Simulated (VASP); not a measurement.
# Fe (Im-3m) in VASP: further runs

Runs on Fe. Level: LDA. Tasks: single point, relaxation of cell and atoms.

Everything below comes from runs of VASP 6.6.1. Logs are shortened: lines on timing, memory, paths and dates and some standing lists are left out, and cuts for length are marked.

### 1 The cell of the first run

It takes space group Im-3m (No. 229, cubic). Conventional cell: a = 2.743 Å, b = 2.743 Å, c = 2.743 Å, α = 90.00°, β = 90.00°, γ = 90.00°. Fe (site symmetry m-3m) has 14 Fe at 2.38 to 2.74 Å within 3.1 Å.

### 2 Single point, LDA, collinear spin, ferromagnetic start

Input file INCAR:

```
SYSTEM = Fe
ALGO = Normal
EDIFF = 1E-6
ENCUT = 520
GGA = CA
ISIF = 2
ISMEAR = 1
ISPIN = 2
LASPH = .True.
LCHARG = .False.
LMAXMIX = 4
LORBIT = 11
LREAL = .False.
LWAVE = .False.
MAGMOM = 3.5
NBANDS = 14
NELM = 150
PREC = Accurate
SIGMA = 0.1
```

Input file KPOINTS:

```
k-points
0
Gamma
  11 11 11
  0 0 0
```

Input file POSCAR:

```
Fe
1.0
   -1.3716201632      1.3716201632      1.3716201632
    1.3716201632     -1.3716201632      1.3716201632
    1.3716201632      1.3716201632     -1.3716201632
Fe
1
Direct
    0.0000000000      0.0000000000      0.0000000000
```

Potentials or basis: VASP PAW LDA potentials, release 64 (Fe).

Started as:

```
$ cat potpaw_LDA.64/Fe/POTCAR > POTCAR
$ mpirun -np 1 vasp_std > vasp.out
```

OUTCAR:

```text
SYSTEM = Fe
   EDIFF = 1E-6
   ENCUT = 520
   GGA = CA
   ISIF = 2
   ISMEAR = 1
   ISPIN = 2
   LASPH = .True.
   LORBIT = 11
   LREAL = .False.
   NELM = 150
   PREC = Accurate

 ion  position               nearest neighbor table
   1  0.000  0.000  0.000-

  LATTYP: Found a body centered cubic cell.
 ALAT       =     2.7432403264

  Lattice vectors:

 A1 = (  -1.3716201632,   1.3716201632,   1.3716201632)
 A2 = (   1.3716201632,  -1.3716201632,   1.3716201632)
 A3 = (   1.3716201632,   1.3716201632,  -1.3716201632)

Analysis of symmetry for initial positions (statically):
=====================================================================
 Subroutine PRICEL returns:
 Original cell was already a primitive cell.

 Routine SETGRP: Setting up the symmetry group for a
 body centered cubic supercell.

 Subroutine GETGRP returns: Found 48 space group operations
 (whereof 48 operations were pure point group operations)
 out of a pool of 48 trial point group operations.

The static configuration has the point symmetry O_h .

Analysis of symmetry for dynamics (positions and initial velocities):
=====================================================================
 Subroutine PRICEL returns:
 Original cell was already a primitive cell.

 Routine SETGRP: Setting up the symmetry group for a
 body centered cubic supercell.

 Subroutine GETGRP returns: Found 48 space group operations
 (whereof 48 operations were pure point group operations)
 out of a pool of 48 trial point group operations.

The dynamic configuration has the point symmetry O_h .

Analysis of structural, dynamic, and magnetic symmetry:
=====================================================================
 Subroutine PRICEL returns:
 Original cell was already a primitive cell.

 Routine SETGRP: Setting up the symmetry group for a
 body centered cubic supercell.

 Subroutine GETGRP returns: Found 48 space group operations
 (whereof 48 operations were pure point group operations)
 out of a pool of 48 trial point group operations.

The overall configuration has the point symmetry O_h .

 Subroutine INISYM returns: Found 48 space group operations
 (whereof 48 operations are pure point group operations),
 and found     1 'primitive' translations

----------------------------------------------------------------------------------------

                                     Primitive cell

  volume of cell :      10.3219

  direct lattice vectors                    reciprocal lattice vectors
    -1.371620163  1.371620163  1.371620163     0.000000000  0.364532407  0.364532407
     1.371620163 -1.371620163  1.371620163     0.364532407  0.000000000  0.364532407
     1.371620163  1.371620163 -1.371620163     0.364532407  0.364532407  0.000000000

  length of vectors
     2.375715811  2.375715811  2.375715811     0.515526674  0.515526674  0.515526674

  position of ions in fractional coordinates (direct lattice)
     0.000000000  0.000000000  0.000000000

  ion indices of the primitive-cell ions
   primitive index   ion index
                 1           1

----------------------------------------------------------------------------------------

 KPOINTS: k-points

Automatic generation of k-mesh.
 Grid dimensions read from file:
 generate k-points for:   11   11   11

 Generating k-lattice:

  Cartesian coordinates                     Fractional coordinates (reciprocal lattice)
     0.000000000  0.033139310  0.033139310     0.090909091  0.000000000  0.000000000
     0.033139310  0.000000000  0.033139310     0.000000000  0.090909091  0.000000000
     0.033139310  0.033139310  0.000000000     0.000000000  0.000000000  0.090909091

  Length of vectors
     0.046866061  0.046866061  0.046866061

  Shift w.r.t. Gamma in fractional coordinates (k-lattice)
     0.000000000  0.000000000  0.000000000

 Subroutine IBZKPT returns following result:
 ===========================================

 Found     56 irreducible k-points:

 Following reciprocal coordinates:
            Coordinates               Weight
  0.000000  0.000000  0.000000      1.000000
  0.090909  0.000000  0.000000     12.000000
  0.181818  0.000000  0.000000     12.000000
  0.272727  0.000000  0.000000     12.000000
  0.363636  0.000000  0.000000     12.000000
  0.454545  0.000000  0.000000     12.000000
[... 16 lines left out ...]
  0.272727  0.181818  0.090909     48.000000
  0.363636  0.181818  0.090909     24.000000
 [... further k-points ...]
   k-points           NKPTS =     56   k-points in BZ     NKDIM =     56   number of bands    NBANDS=     14
   number of dos      NEDOS =    301   number of ions     NIONS =      1
   total plane-waves  NPLWV =   5832
   dimension x,y,z NGX =    18 NGY =   18 NGZ =   18
   dimension x,y,z NGXF=    36 NGYF=   36 NGZF=   36
   ions per type =               1
   NGX,Y,Z   is equivalent  to a cutoff of  12.60, 12.60, 12.60 a.u.
   NGXF,Y,Z  is equivalent  to a cutoff of  25.19, 25.19, 25.19 a.u.
 SYSTEM =  Fe
   PREC   = accura    normal or accurate (medium, high low for compatibility)
   ISTART =      0    job   : 0-new  1-cont  2-samecut
   ICHARG =      2    charge: 1-file 2-atom 10-const
   ISPIN  =      2    spin polarized calculation?
   LNONCOLLINEAR =      F non collinear calculations
   LSORBIT =      F    spin-orbit coupling
   LASPH  =      T    aspherical Exc in radial PAW
   ENCUT  =  520.0 eV  38.22 Ry    6.18 a.u.   4.42  4.42  4.42*2*pi/ulx,y,z
   NELM   =    150;   NELMIN=  2; NELMDL= -5     # of ELM steps
   EDIFF  = 0.1E-05   stopping-criterion for ELM
   LREAL  =      F    real-space projection
   EDIFFG = 0.1E-04   stopping-criterion for IOM
   NSW    =      0    number of steps for IOM
   IBRION =     -1    ionic relax: 0-MD 1-quasi-New 2-CG
   NFREE  =      0    steps in history (QN), initial steepest desc. (CG)
   ISIF   =      2    stress and relaxation
   ISYM   =      2    0-nonsym 1-usesym 2-fastsym
   POTIM  = 0.5000    time-step for ionic-motion
   TEBEG  =    0.0;   TEEND  =   0.0 temperature during run
   PSTRESS=    0.0 pullay stress
   NELECT =       8.0000    total number of electrons
   NUPDOWN=      -1.0000    fix difference up-down
   EMIN   =  10.00;   EMAX   =-10.00  energy-range for DOS
   EFERMI =   0.00;   METHOD = LEGACY
   ISMEAR =     1;   SIGMA  =   0.10  broadening in eV -4-tet -1-fermi 0-gaus
   EFERMI_NEDOS =   21; number of points for ismear=-14 and -15
   IALGO  =     38    algorithm
   IMIX   =      4    mixing-type and parameters
     AMIX     =   0.40;   BMIX     =  1.00
     AMIX_MAG =   1.60;   BMIX_MAG =  1.00
  volume/ion in A,a.u.               =      10.32        69.66
  Fermi-wavevector in a.u.,A,eV,Ry     =   1.503780  2.841732 30.767593  2.261354
  Thomas-Fermi vector in A             =   2.614846
   LORBIT       =     11    0 simple, 1 ext, 2 COOP (PROOUT), +10 PAW based schemes
   GGA     = CA    functional components
   LHFCALC =     F    Hartree Fock is set to
   AEXX    =    0.0000 exact exchange contribution
   IVDW    =     0    specifies the selected vdW correction
   LEPSILON=     F    determine dielectric tensor
   LRPA    =     F    only Hartree local field effects (RPA)
 spin polarized calculation
 Methfessel and Paxton  Order N= 1 SIGMA  =   0.10
  energy-cutoff  :      520.00
  volume of cell :       10.32
 maximum number of plane-waves:       321
 NGX is ok and might be reduce to    18
   NGX =  9   NGY =  9   NGZ =  9

 number of electron       7.9999991 magnetization       1.8486392

 Free energy of the ion-electron system (eV)
  ---------------------------------------------------
  ext. energy  EPLUGINS =         0.00000000
  ---------------------------------------------------
  free energy    TOTEN  =        -9.21510134 eV

  energy without entropy =       -9.21491818  energy(sigma->0) =       -9.21504029

 E-fermi :   6.8153     XC(G=0): -13.9683

 val. band max:        6.8040838056   @ k =  -0.3636   0.3636   0.0909
 cond. band min:       6.8181040859   @ k =   0.2727   0.0909  -0.0000
 fundamental gap:      0.0140202803
 Fermi energy:         6.8153015009

 spin component 1

 k-point     1 :       0.0000    0.0000    0.0000
  band No.  band energies     occupation
      1      -2.3316      1.00000
      2       4.3194      1.00000
      3       4.3194      1.00000
      4       4.3194      1.00000
      5       5.8735      1.00000
      6       5.8735      1.00000
      7      32.5616      0.00000
      8      32.5616      0.00000
      9      32.5616      0.00000
     10      38.3576      0.00000
     11      38.3576      0.00000
     12      41.1030      0.00000
     13      41.1030      0.00000
     14      41.1030      0.00000
[... 375 lines left out ...]
 k-point    24 :       0.3636    0.1818    0.0909
  band No.  band energies     occupation
      1       2.3372      1.00000
      2       2.9898      1.00000
      3       4.3082      1.00000
      4       6.0440      1.00000
      5       6.1742      1.00000
      6      11.7753      0.00000
      7      15.2748      0.00000
      8      20.1167      0.00000
      9      23.4891      0.00000
     10      37.7664      0.00000
     11      42.6806      0.00000
     12      43.8975      0.00000
     13      49.3870      0.00000
     14      50.0379      0.00000

 [... further k-points ...]

 spin component 2

 k-point     1 :       0.0000    0.0000    0.0000
  band No.  band energies     occupation
      1      -1.9858      1.00000
      2       5.8078      1.00000
      3       5.8078      1.00000
      4       5.8078      1.00000
      5       7.8938     -0.00000
      6       7.8938     -0.00000
      7      32.7148      0.00000
      8      32.7148      0.00000
      9      32.7148      0.00000
     10      38.8122      0.00000
     11      38.8122      0.00000
     12      41.8272      0.00000
     13      41.8272      0.00000
     14      41.8272      0.00000
[... 375 lines left out ...]
 k-point    24 :       0.3636    0.1818    0.0909
  band No.  band energies     occupation
      1       3.4566      1.00000
      2       4.2525      1.00000
      3       5.3617      1.00000
      4       8.0086     -0.00000
      5       8.2163     -0.00000
      6      12.8231      0.00000
      7      16.3020      0.00000
      8      20.8074      0.00000
      9      24.0882      0.00000
     10      38.1157      0.00000
     11      42.9965      0.00000
     12      44.4651      0.00000
     13      49.6413      0.00000
     14      50.7777      0.00000

 [... further k-points ...]

------------------------ aborting loop because EDIFF is reached ----------------------------------------

  FORCE on cell =-STRESS in cart. coord.  units (eV):
  Direction    XX          YY          ZZ          XY          YZ          ZX
  --------------------------------------------------------------------------------------
  -------------------------------------------------------------------------------------
  Total       -0.0396967     -0.0396967     -0.0396967      0.0000000      0.0000000     -0.0000000
  in kB       -6.1617458     -6.1617458     -6.1617458      0.0000000      0.0000000     -0.0000000
  external PRESSURE =      -6.1617458 kB  Pullay stress =       0.0000000 kB

 VOLUME and BASIS-vectors are now :
 -----------------------------------------------------------------------------
  energy-cutoff  :      520.00
  volume of cell :       10.32
      direct lattice vectors                 reciprocal lattice vectors
    -1.371620163  1.371620163  1.371620163     0.000000000  0.364532407  0.364532407
     1.371620163 -1.371620163  1.371620163     0.364532407  0.000000000  0.364532407
     1.371620163  1.371620163 -1.371620163     0.364532407  0.364532407  0.000000000

 POSITION                                       TOTAL-FORCE (eV/Angst)
 -----------------------------------------------------------------------------------
      0.00000      0.00000      0.00000        -0.000000     -0.000000      0.000000
 -----------------------------------------------------------------------------------
    total drift:                                0.000000     -0.000000      0.000000

  FREE ENERGIE OF THE ION-ELECTRON SYSTEM (eV)
  ---------------------------------------------------
  free  energy   TOTEN  =        -9.2151013384 eV

  energy  without entropy=       -9.2149181827  energy(sigma->0) =       -9.21504029

 total charge

# of ion       s       p       d       tot
------------------------------------------
    1        0.528   0.623   6.343   7.495

 magnetization (x)

# of ion       s       p       d       tot
------------------------------------------
    1       -0.011  -0.037   1.866   1.818
```

It took 34 s on 1 thread of AMD EPYC 7R13, shared host; peak memory 0.1 GiB.

Results:

| Item | Value |
| --- | --- |
| Free energy | -9.2151 eV |
| Pressure | -0.6 GPa |
| Net moment | 1.85 μB per cell |
| Site moments | Fe +1.82 μB |
| Valence electrons inside the program's atomic spheres | Fe 7.50 |

### 3 Relaxation of cell and atoms, LDA, collinear spin, ferromagnetic start

This run uses another cell than the first one, of 12.02 Å³/atom, 1.164 times its volume.

Input file INCAR:

```
ALGO     = Normal         # electronic algorithm
EDIFF    = 1E-6           # SCF threshold, eV
EDIFFG   = -0.03          # ionic threshold
ENCUT    = 600            # plane-wave cutoff, eV
GGA      = CA             # functional
IBRION   = 2              # ionic algorithm
ISIF     = 3              # what is computed and relaxed
ISMEAR   = 1              # smearing method
ISPIN    = 2              # spin polarisation
LASPH    = T              # aspherical terms in the spheres
LCHARG   = F              # write CHGCAR
LMAXMIX  = 4              # l up to which the mixer works
LORBIT   = 11             # projections on sites
LREAL    = F              # projectors in reciprocal space
LWAVE    = F              # write WAVECAR
MAGMOM   = 3.5            # initial moments
NELM     = 150            # most SCF steps
NSW      = 80             # ionic steps
PREC     = Accurate       # precision mode
SIGMA    = 0.1            # smearing width, eV
```

Input file KPOINTS:

```
k-points
0
Gamma
  11 11 11
```

Input file POSCAR:

```
Fe
1.0
   -1.4430000000      1.4430000000      1.4430000000
    1.4430000000     -1.4430000000      1.4430000000
    1.4430000000      1.4430000000     -1.4430000000
Fe
1
Direct
    0.0000000000      0.0000000000      0.0000000000
```

Potentials or basis: VASP PAW LDA potentials, release 64 (Fe).

Started as:

```
$ cat potpaw_LDA.64/Fe/POTCAR > POTCAR
$ mpirun -np 1 vasp_std > vasp.out
```

It took 90 s on 1 thread of AMD EPYC 7R13, shared host; peak memory 0.11 GiB.

The run converged. Its results:

```yaml
Free_energy: -9.2156 eV
Relaxed_volume: 10.31 Å³/atom
Relaxed_cell: a = 2.375 Å, b = 2.375 Å, c = 2.375 Å, α = 109.47°, β = 109.47°, γ = 109.47°
Space_group_after_relaxing_to_0.05_Å: Im-3m (No. 229)
Energy_gained_by_relaxing: 146.3 meV/atom
Ionic_steps: 4
Pressure_after_relaxing: -0.5 GPa
Net_moment: 1.85 μB per cell
Site_moments: Fe +1.82 μB
Valence_electrons_inside_the_program's_atomic_spheres: Fe 7.50
```

The path:
```
step  energy change (eV)  largest force (eV/Å)  pressure (GPa)  volume (Å³)
   1              0.0000                0.0000          -25.53        12.02
   2              0.0283                0.0000           48.11         8.99
   3             -0.1455                0.0000           -2.67        10.40
   4             -0.1463                0.0000           -0.47        10.31
```

Final structure:
```cif
data_structure
_symmetry_space_group_name_H-M 'P 1'
_symmetry_Int_Tables_number 1
_cell_length_a 2.3749
_cell_length_b 2.3749
_cell_length_c 2.3749
_cell_angle_alpha 109.471
_cell_angle_beta 109.471
_cell_angle_gamma 109.471
_cell_volume 10.31
loop_
_atom_site_label
_atom_site_type_symbol
_atom_site_fract_x
_atom_site_fract_y
_atom_site_fract_z
_atom_site_occupancy
Fe1 Fe 0.00000 0.00000 0.00000 1
```

Levels at points of the mesh, in eV from the Fermi level:
Spin up:
| k point | band 3 | band 4 | band 5 | band 6 | band 7 | band 8 |
| --- | --- | --- | --- | --- | --- | --- |
| (0.00, 0.00, 0.00) | -2.50 | -2.50 | -0.94 | -0.94 | 25.76 | 25.76 |
Spin down:
```
           k point  band 1  band 2  band 3  band 4  band 5  band 6  band 7  band 8
(0.00, 0.00, 0.00)   -8.81   -1.01   -1.01   -1.01    1.08    1.08   25.91   25.91
```

Caveat: the volume moved by -14 % from the deposited cell, more than functionals usually miss.
